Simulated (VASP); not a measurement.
Wanted: the native input for a VASP 6.6.1 run.

```
Task                   : single point
Functional             : r2SCAN
Potentials or basis    : VASP PAW PBE potentials, release 64 (Cd, S)
Cutoff                 : 520 eV
k mesh                 : 8 × 8 × 8
Occupations            : gaussian, width 0.02 eV
Spin                   : no spin polarisation
Dipole correction      : no
Further INCAR settings : ALGO = Normal; EDIFF = 1e-06; NBANDS = 16
```

The system is CdS.

```
Cd S
1.0
     0.00000    2.93928    2.93928
     2.93928    0.00000    2.93928
     2.93928    2.93928    0.00000
Cd S
1 1
Direct
  0.00000 0.00000 0.00000
  0.25000 0.25000 0.25000
```

One way to write it, as run:

POSCAR

```
CdS
1.0
    0.0000000000      2.9392799568      2.9392799568
    2.9392799568      0.0000000000      2.9392799568
    2.9392799568      2.9392799568      0.0000000000
Cd S
1 1
Direct
    0.0000000000      0.0000000000      0.0000000000
    0.2500000000      0.2500000000      0.2500000000
```

INCAR.step1

```
SYSTEM = CdS
PREC     = Accurate       ! precision mode
ENCUT    = 520            ! plane-wave cutoff, eV
ISMEAR   = 0              ! smearing method
SIGMA    = 0.02           ! smearing width, eV
LREAL    = .False.        ! projectors in reciprocal space
LASPH    = .True.         ! aspherical terms in the spheres
NELM     = 80             ! most SCF steps
NBANDS   = 16             ! bands
GGA      = PE             ! functional
ALGO     = Normal         ! electronic algorithm
EDIFF    = 1E-4           ! SCF threshold, eV
LWAVE    = .True.         ! write WAVECAR
LCHARG   = .False.        ! write CHGCAR
```

INCAR.step2

```
SYSTEM = CdS
PREC     = Accurate       ! precision mode
ENCUT    = 520            ! plane-wave cutoff, eV
EDIFF    = 1E-6           ! SCF threshold, eV
ISMEAR   = 0              ! smearing method
SIGMA    = 0.02           ! smearing width, eV
LREAL    = .False.        ! projectors in reciprocal space
LASPH    = .True.         ! aspherical terms in the spheres
NELM     = 80             ! most SCF steps
ALGO     = Normal         ! electronic algorithm
ISIF     = 2              ! what is computed and relaxed
LWAVE    = .False.        ! write WAVECAR
LCHARG   = .False.        ! write CHGCAR
METAGGA  = R2SCAN         ! meta-GGA
LMIXTAU  = .True.       
NBANDS   = 16             ! bands
ISTART   = 1
```

KPOINTS

```
Automatic mesh
0
Gamma
  8 8 8
  0 0 0
```

Potentials or basis: VASP PAW PBE potentials, release 64 (Cd, S).

Run with:

```console
$ cat potpaw_PBE.64/Cd/POTCAR potpaw_PBE.64/S/POTCAR > POTCAR
$ cp INCAR.step1 INCAR
$ mpirun -np 1 vasp_std > vasp.out
$ cp INCAR.step2 INCAR
$ mpirun -np 1 vasp_std > vasp.out
```

Results of the run:

- Pressure: 0.3 GPa
- Band gap on the k mesh: 1.54 eV

Caveat: the PAW data sets were made with another functional, which shifts forces and pressure a little.

Run time: 2.4 min on 1 thread of AMD EPYC 7R13, with other jobs on the host, peak memory 0.16 GiB.
